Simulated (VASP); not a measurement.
# Ga2C3 (Pm-3m) in VASP: single point with PBE

Aim: the single point of Ga2C3 with PBE.

Everything below comes from runs of VASP 6.6.1. Logs are shortened: lines on timing, memory, paths and dates and some standing lists are left out, and cuts for length are marked.

## Step 1: The cell of the first run

Symmetry: Pm-3m, No. 221, cubic system. Conventional cell: a = 5.291 Å, b = 5.291 Å, c = 5.291 Å, α = 90.00°, β = 90.00°, γ = 90.00°. Within 3.5 Å of Ga (site symmetry m-3m) lie 6 C at 2.65 Å. Within 4.9 Å of Ga (site symmetry m-3m) lie 12 C at 3.74 Å and 8 Ga at 4.58 Å. C (site symmetry 4/mmm) has 2 Ga at 2.65 Å within 3.5 Å.

## Step 2: Single point, PBE

INCAR

```
  ALGO = Normal
  EDIFF = 1E-6
  ENCUT = 520
  GGA = PE
  ISIF = 2
  ISMEAR = 0
  LASPH = True
  LCHARG = False
  LREAL = False
  LWAVE = False
  NBANDS = 27
  NELM = 100
  PREC = Accurate
  SIGMA = 0.1
```

KPOINTS

```
k-points
0
Gamma
  4 4 4
```

POSCAR

```
Ga2C3
1.0
    5.2906971400      0.0000000000      0.0000000000
    0.0000000000      5.2906971400      0.0000000000
    0.0000000000      0.0000000000      5.2906971400
Ga C
2 3
Direct
    0.5000000000      0.5000000000      0.5000000000
    0.0000000000      0.0000000000      0.0000000000
    0.0000000000      0.5000000000      0.5000000000
    0.5000000000      0.0000000000      0.5000000000
    0.5000000000      0.5000000000      0.0000000000
```

Potentials or basis: VASP PAW PBE potentials, release 64 (Ga_d, C).

The run is started by

```bash
cat potpaw_PBE.64/Ga_d/POTCAR potpaw_PBE.64/C/POTCAR > POTCAR
mpirun -np 1 vasp_std > vasp.out
```

OUTCAR:

```text
EDIFF = 1E-6
   ENCUT = 520
   GGA = PE
   ISIF = 2
   ISMEAR = 0
   LASPH = True
   LREAL = False
   NELM = 100
   PREC = Accurate

 ion  position               nearest neighbor table
   1  0.500  0.500  0.500-
   2  0.000  0.000  0.000-
   3  0.000  0.500  0.500-
   4  0.500  0.000  0.500-
   5  0.500  0.500  0.000-

  LATTYP: Found a simple cubic cell.
 ALAT       =     5.2906971400

  Lattice vectors:

 A1 = (   5.2906971400,   0.0000000000,   0.0000000000)
 A2 = (   0.0000000000,   5.2906971400,   0.0000000000)
 A3 = (   0.0000000000,   0.0000000000,   5.2906971400)

Analysis of symmetry for initial positions (statically):
=====================================================================
 Subroutine PRICEL returns:
 Original cell was already a primitive cell.

 Routine SETGRP: Setting up the symmetry group for a
 simple cubic supercell.

 Subroutine GETGRP returns: Found 48 space group operations
 (whereof 48 operations were pure point group operations)
 out of a pool of 48 trial point group operations.

The static configuration has the point symmetry O_h .

Analysis of symmetry for dynamics (positions and initial velocities):
=====================================================================
 Subroutine PRICEL returns:
 Original cell was already a primitive cell.

 Routine SETGRP: Setting up the symmetry group for a
 simple cubic supercell.

 Subroutine GETGRP returns: Found 48 space group operations
 (whereof 48 operations were pure point group operations)
 out of a pool of 48 trial point group operations.

The dynamic configuration has the point symmetry O_h .

 Subroutine INISYM returns: Found 48 space group operations
 (whereof 48 operations are pure point group operations),
 and found     1 'primitive' translations

----------------------------------------------------------------------------------------

                                     Primitive cell

  volume of cell :     148.0944

  direct lattice vectors                    reciprocal lattice vectors
     5.290697140  0.000000000  0.000000000     0.189011008  0.000000000  0.000000000
     0.000000000  5.290697140  0.000000000     0.000000000  0.189011008  0.000000000
     0.000000000  0.000000000  5.290697140     0.000000000  0.000000000  0.189011008

  length of vectors
     5.290697140  5.290697140  5.290697140     0.189011008  0.189011008  0.189011008

  position of ions in fractional coordinates (direct lattice)
     0.500000000  0.500000000  0.500000000
     0.000000000  0.000000000  0.000000000
     0.000000000  0.500000000  0.500000000
     0.500000000  0.000000000  0.500000000
     0.500000000  0.500000000  0.000000000

  ion indices of the primitive-cell ions
   primitive index   ion index
                 1           1
                 2           2
                 3           3
                 4           4
                 5           5

----------------------------------------------------------------------------------------

 KPOINTS: k-points

Automatic generation of k-mesh.
 Grid dimensions read from file:
 generate k-points for:    4    4    4

 Generating k-lattice:

  Cartesian coordinates                     Fractional coordinates (reciprocal lattice)
     0.047252752  0.000000000  0.000000000     0.250000000  0.000000000  0.000000000
     0.000000000  0.047252752  0.000000000     0.000000000  0.250000000  0.000000000
     0.000000000  0.000000000  0.047252752     0.000000000  0.000000000  0.250000000

  Length of vectors
     0.047252752  0.047252752  0.047252752

  Shift w.r.t. Gamma in fractional coordinates (k-lattice)
     0.000000000  0.000000000  0.000000000

 Subroutine IBZKPT returns following result:
 ===========================================

 Found     10 irreducible k-points:

 Following reciprocal coordinates:
            Coordinates               Weight
  0.000000  0.000000  0.000000      1.000000
  0.250000  0.000000  0.000000      6.000000
  0.500000  0.000000  0.000000      3.000000
  0.250000  0.250000  0.000000     12.000000
  0.500000  0.250000  0.000000     12.000000
  0.500000  0.500000  0.000000      3.000000
  0.250000  0.250000  0.250000      8.000000
  0.500000  0.250000  0.250000     12.000000
  0.500000  0.500000  0.250000      6.000000
  0.500000  0.500000  0.500000      1.000000
   k-points           NKPTS =     10   k-points in BZ     NKDIM =     10   number of bands    NBANDS=     27
   number of dos      NEDOS =    301   number of ions     NIONS =      5
   total plane-waves  NPLWV =  64000
   dimension x,y,z NGX =    40 NGY =   40 NGZ =   40
   dimension x,y,z NGXF=    80 NGYF=   80 NGZF=   80
   ions per type =               2   3
   NGX,Y,Z   is equivalent  to a cutoff of  12.57, 12.57, 12.57 a.u.
   NGXF,Y,Z  is equivalent  to a cutoff of  25.14, 25.14, 25.14 a.u.
 SYSTEM =  unknown system
   PREC   = accura    normal or accurate (medium, high low for compatibility)
   ISTART =      0    job   : 0-new  1-cont  2-samecut
   ICHARG =      2    charge: 1-file 2-atom 10-const
   ISPIN  =      1    spin polarized calculation?
   LNONCOLLINEAR =      F non collinear calculations
   LSORBIT =      F    spin-orbit coupling
   LASPH  =      T    aspherical Exc in radial PAW
   ENCUT  =  520.0 eV  38.22 Ry    6.18 a.u.   9.84  9.84  9.84*2*pi/ulx,y,z
   NELM   =    100;   NELMIN=  2; NELMDL= -5     # of ELM steps
   EDIFF  = 0.1E-05   stopping-criterion for ELM
   LREAL  =      F    real-space projection
   EDIFFG = 0.1E-04   stopping-criterion for IOM
   NSW    =      0    number of steps for IOM
   IBRION =     -1    ionic relax: 0-MD 1-quasi-New 2-CG
   NFREE  =      0    steps in history (QN), initial steepest desc. (CG)
   ISIF   =      2    stress and relaxation
   ISYM   =      2    0-nonsym 1-usesym 2-fastsym
   POTIM  = 0.5000    time-step for ionic-motion
   TEBEG  =    0.0;   TEEND  =   0.0 temperature during run
   PSTRESS=    0.0 pullay stress
   NELECT =      38.0000    total number of electrons
   NUPDOWN=      -1.0000    fix difference up-down
   EMIN   =  10.00;   EMAX   =-10.00  energy-range for DOS
   EFERMI =   0.00;   METHOD = LEGACY
   ISMEAR =     0;   SIGMA  =   0.10  broadening in eV -4-tet -1-fermi 0-gaus
   EFERMI_NEDOS =   21; number of points for ismear=-14 and -15
   IALGO  =     38    algorithm
   IMIX   =      4    mixing-type and parameters
     AMIX     =   0.40;   BMIX     =  1.00
     AMIX_MAG =   1.60;   BMIX_MAG =  1.00
  volume/ion in A,a.u.               =      29.62       199.88
  Fermi-wavevector in a.u.,A,eV,Ry     =   1.040295  1.965872 14.724408  1.082213
  Thomas-Fermi vector in A             =   2.174864
   LORBIT       =      0    0 simple, 1 ext, 2 COOP (PROOUT), +10 PAW based schemes
   GGA     = PE    functional components
   LHFCALC =     F    Hartree Fock is set to
   AEXX    =    0.0000 exact exchange contribution
   IVDW    =     0    specifies the selected vdW correction
   LEPSILON=     F    determine dielectric tensor
   LRPA    =     F    only Hartree local field effects (RPA)
 non-spin polarized calculation
 Gauss-broadening in eV      SIGMA  =   0.10
  energy-cutoff  :      520.00
  volume of cell :      148.09
 maximum number of plane-waves:      4032
 NGX is ok and might be reduce to    40
   NGX = 19   NGY = 19   NGZ = 19

 number of electron      37.9999984 magnetization

 Free energy of the ion-electron system (eV)
  ---------------------------------------------------
  ext. energy  EPLUGINS =         0.00000000
  ---------------------------------------------------
  free energy    TOTEN  =       -13.74377377 eV

  energy without entropy =      -13.69835193  energy(sigma->0) =      -13.72106285

 E-fermi :  -0.6750     XC(G=0):  -7.5069

 val. band max:       -0.6809751745   @ k =   0.2500   0.2500   0.0000
 cond. band min:      -0.6688308396   @ k =   0.5000   0.2500   0.0000
 fundamental gap:      0.0121443348
 Fermi energy:        -0.6750030433

 k-point     1 :       0.0000    0.0000    0.0000
  band No.  band energies     occupation
      1     -15.4680      2.00000
      2     -15.4680      2.00000
      3     -15.4670      2.00000
      4     -15.4670      2.00000
      5     -15.4670      2.00000
      6     -14.8299      2.00000
[... 19 lines left out ...]
     26       3.1087      0.00000
     27       3.1087      0.00000

 k-point     2 :       0.2500    0.0000    0.0000
  band No.  band energies     occupation
      1     -15.4680      2.00000
      2     -15.4677      2.00000
      3     -15.4671      2.00000
      4     -15.4671      2.00000
      5     -15.4670      2.00000
      6     -14.8299      2.00000
[... 19 lines left out ...]
     26       2.9045      0.00000
     27       2.9045      0.00000

 k-point     3 :       0.5000    0.0000    0.0000
  band No.  band energies     occupation
      1     -15.4679      2.00000
      2     -15.4673      2.00000
      3     -15.4672      2.00000
      4     -15.4672      2.00000
      5     -15.4670      2.00000
      6     -14.8298      2.00000
[... 19 lines left out ...]
     26       2.7234      0.00000
     27       2.7234      0.00000

 k-point     4 :       0.2500    0.2500    0.0000
  band No.  band energies     occupation
      1     -15.4678      2.00000
      2     -15.4674      2.00000
      3     -15.4673      2.00000
      4     -15.4671      2.00000
      5     -15.4671      2.00000
      6     -14.8275      2.00000
[... 19 lines left out ...]
     26       2.6829      0.00000
     27       2.7741      0.00000
[... 96 lines left out ...]
      4     -15.4673      2.00000
      5     -15.4670      2.00000
      6     -14.8227      2.00000
[... 19 lines left out ...]
     26       2.4676      0.00000
     27       2.9153      0.00000

 k-point     9 :       0.5000    0.5000    0.2500
  band No.  band energies     occupation
      1     -15.4676      2.00000
      2     -15.4674      2.00000
      3     -15.4674      2.00000
      4     -15.4672      2.00000
      5     -15.4668      2.00000
      6     -14.8203      2.00000
[... 19 lines left out ...]
     26       2.7885      0.00000
     27       2.7885      0.00000

 k-point    10 :       0.5000    0.5000    0.5000
  band No.  band energies     occupation
      1     -15.4676      2.00000
      2     -15.4676      2.00000
      3     -15.4676      2.00000
      4     -15.4668      2.00000
      5     -15.4668      2.00000
      6     -14.8154      2.00000
[... 19 lines left out ...]
     26       3.0662      0.00000
     27       3.3009      0.00000

------------------------ aborting loop because EDIFF is reached ----------------------------------------

  FORCE on cell =-STRESS in cart. coord.  units (eV):
  Direction    XX          YY          ZZ          XY          YZ          ZX
  --------------------------------------------------------------------------------------
  -------------------------------------------------------------------------------------
  Total      -10.0427826    -10.0427826    -10.0427826      0.0000000     -0.0000000      0.0000000
  in kB     -108.6490510   -108.6490510   -108.6490510      0.0000000     -0.0000000      0.0000000
  external PRESSURE =    -108.6490510 kB  Pullay stress =       0.0000000 kB

 VOLUME and BASIS-vectors are now :
 -----------------------------------------------------------------------------
  energy-cutoff  :      520.00
  volume of cell :      148.09
      direct lattice vectors                 reciprocal lattice vectors
     5.290697140  0.000000000  0.000000000     0.189011008  0.000000000  0.000000000
     0.000000000  5.290697140  0.000000000     0.000000000  0.189011008  0.000000000
     0.000000000  0.000000000  5.290697140     0.000000000  0.000000000  0.189011008

 POSITION                                       TOTAL-FORCE (eV/Angst)
 -----------------------------------------------------------------------------------
      2.64535      2.64535      2.64535         0.000000      0.000000      0.000000
      0.00000      0.00000      0.00000         0.000000      0.000000      0.000000
      0.00000      2.64535      2.64535         0.000000      0.000000      0.000000
      2.64535      0.00000      2.64535         0.000000      0.000000      0.000000
      2.64535      2.64535      0.00000         0.000000      0.000000      0.000000
 -----------------------------------------------------------------------------------
    total drift:                               -0.000000      0.000000     -0.000000

  FREE ENERGIE OF THE ION-ELECTRON SYSTEM (eV)
  ---------------------------------------------------
  free  energy   TOTEN  =       -13.7437737694 eV

  energy  without entropy=      -13.6983519331  energy(sigma->0) =      -13.72106285
```

Run time: 66 s. Hardware: 1 thread of AMD EPYC 7R43 (Zen 3), shared host; peak memory 0.2 GiB.

What came out:

```yaml
Free_energy: -13.7438 eV
Pressure: -10.9 GPa
Band_gap_on_the_k_mesh: zero (band 19 reaches -0.18 eV, above the bottom of band 20 at -0.89 eV)
```
